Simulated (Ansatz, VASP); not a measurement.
# TaN: VASP beside Ansatz

The input INCAR:

```
  PREC = Accurate
  ENCUT = 520
  EDIFF = 1E-6
  ISMEAR = -1
  SIGMA = 0.03
  LREAL = F
  LASPH = T
  NELM = 60
  ALGO = Normal
  ISIF = 2
  LWAVE = F
  LCHARG = F
  NBANDS = 24
```

The input KPOINTS:

```
regular mesh
0
Gamma
  9 9 5
```

Contents of POSCAR:

```
TaN
1.0
    2.9877386998      0.0000000000      0.0000000000
   -1.4938693500      2.5874576140      0.0000000000
    0.0000000000      0.0000000000      4.8391553770
Ta N
2 2
Direct
    0.3333333333      0.6666666667      0.0000000000
    0.6666666667      0.3333333333      0.5000000000
    0.3333333333      0.6666666667      0.3850000000
    0.6666666667      0.3333333333      0.8850000000
```

Input for Ansatz:

```yaml
crystal:
  lattice:
    - [2.9877386998, 0.0, 0.0]
    - [-1.49386935, 2.587457614, 0.0]
    - [0.0, 0.0, 4.839155377]
  atoms:
    - { symbol: Ta, position: [0.3333333333, 0.6666666667, 0.0] }
    - { symbol: Ta, position: [0.6666666667, 0.3333333333, 0.5] }
    - { symbol: "N", position: [0.3333333333, 0.6666666667, 0.385] }
    - { symbol: "N", position: [0.6666666667, 0.3333333333, 0.885] }
kpoints:
  mp_grid: { grid: [9, 9, 5] }
  band_path:
    path:
      - [0.0, 0.0, 0.0]
      - [0.5, 0.0, 0.0]
      - [0.3333333333, 0.3333333333, 0.0]
      - [0.0, 0.0, 0.0]
      - [0.0, 0.0, 0.5]
      - [0.5, 0.0, 0.5]
      - [0.3333333333, 0.3333333333, 0.5]
      - [0.0, 0.0, 0.5]
      - [0.5, 0.0, 0.5]
    npoints: 5
scf:
  occupations: { method: fermi_dirac, width: 0.03 }
hamiltonian:
  xc: lda
  pseudopotentials: { kind: all_electron, lapw: { basis_error: 0.001 } }
output:
  forces: true
  stress: true
  eigenvalues: true
```

Change from the starting cell: volume scaled by 0.94.

Alike in both runs: task single point; functional LDA; k mesh 9 × 9 × 5; occupations fermi-dirac, width 0.03 eV; no spin polarisation.

```csv
,VASP,Ansatz
version,VASP 6.6.1,Ansatz 0.2.0
potentials or method,"VASP PAW LDA potentials, release 64 (Ta_pv, N), cutoff 520 eV","all-electron LAPW, scalar-relativistic"
```

|  | VASP | Ansatz | Ansatz less VASP |
| --- | --- | --- | --- |
| pressure (GPa) | 170.9 | 162.4 | -8.53 |
| traceless stress, the component that is largest in VASP (GPa) | -22.64 | -21.69 | +0.955 |
| rms of the force components (eV/Å) | 1.392 | 1.371 | -0.0202 |

LDA's correlation is that of Perdew and Zunger in VASP and of Perdew and Wang (1992) in Ansatz. Atom by atom the forces differ by 0.020 eV/Å (rms over components). Both programs put the cell under a high pressure, so it lies far from rest at this level. Ansatz ran all-electron here, and VASP with PAW potentials.

Spin-orbit coupling is off throughout. Noted on VASP's run: the cell as given lies far from equilibrium.
